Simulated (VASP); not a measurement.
Write the native input for VASP 6.6.1 that does the following.

* Task: relaxation of cell and atoms
* Functional: PBE
* Dispersion: D3(BJ)
* Potentials or basis: VASP PAW PBE potentials, release 64 (Al, N)
* Cutoff: 600 eV
* k mesh: 6 × 6 × 6
* Occupations: gaussian, width 0.02 eV
* Spin: no spin polarisation
* Dipole correction: no
* Further INCAR settings: ALGO = Normal; EDIFF = 1e-07; IBRION = 2; EDIFFG = -0.015; NSW = 80; ISIF = 3

The structure of AlN lies in POSCAR:

```
AlN
1.0
   -3.0915575766     -1.7849115991      2.5241694073
    3.0915575766     -1.7849115991      2.5241694073
    0.0000000000      3.5698231981      2.5241694073
Al N
4 4
Direct
    1.0412262265      1.0412262265      1.0412262265
    0.5412262265      0.5412262265      1.0412262265
    0.5412262265      1.0412262265      0.5412262265
    1.0412262265      0.5412262265      0.5412262265
    0.2912067735      0.2912067735      0.2912067735
    0.7912067735      0.7912067735      0.2912067735
    0.7912067735      0.2912067735      0.7912067735
    0.2912067735      0.7912067735      0.7912067735
```

One way to write it, as run:

INCAR

```
SYSTEM = AlN
  ALGO = Normal
  EDIFF = 1E-7
  EDIFFG = -0.015
  ENCUT = 600
  GGA = PE
  IBRION = 2
  ISIF = 3
  ISMEAR = 0
  IVDW = 12
  LASPH = .True.
  LCHARG = .False.
  LREAL = .False.
  LWAVE = .False.
  NELM = 60
  NSW = 80
  PREC = Accurate
  SIGMA = 0.02
```

KPOINTS

```
k-points
0
Gamma
  6 6 6
  0 0 0
```

Potentials or basis: VASP PAW PBE potentials, release 64 (Al, N).

Command:

```bash
$ cat potpaw_PBE.64/Al/POTCAR potpaw_PBE.64/N/POTCAR > POTCAR
$ mpirun -np 1 vasp_std > vasp.out
```

It gave:

```
Relaxed volume                         : 10.43 Å³/atom
Relaxed cell                           : a = 4.369 Å, b = 4.369 Å, c = 4.369 Å, α = 90.00°, β = 90.00°, γ = 90.00°
Space group after relaxing (to 0.05 Å) : F-43m (No. 216)
Energy gained by relaxing              : 0.0 meV/atom
Ionic steps                            : 3
Pressure after relaxing                : 0.0 GPa
Band gap on the k mesh                 : 3.32 eV
Dispersion energy per atom             : -0.269 eV
```

Run time: 62 s on 1 thread of Intel(R) Xeon(R) 6975P-C (Granite Rapids), with other jobs on the host, peak memory 0.23 GiB.
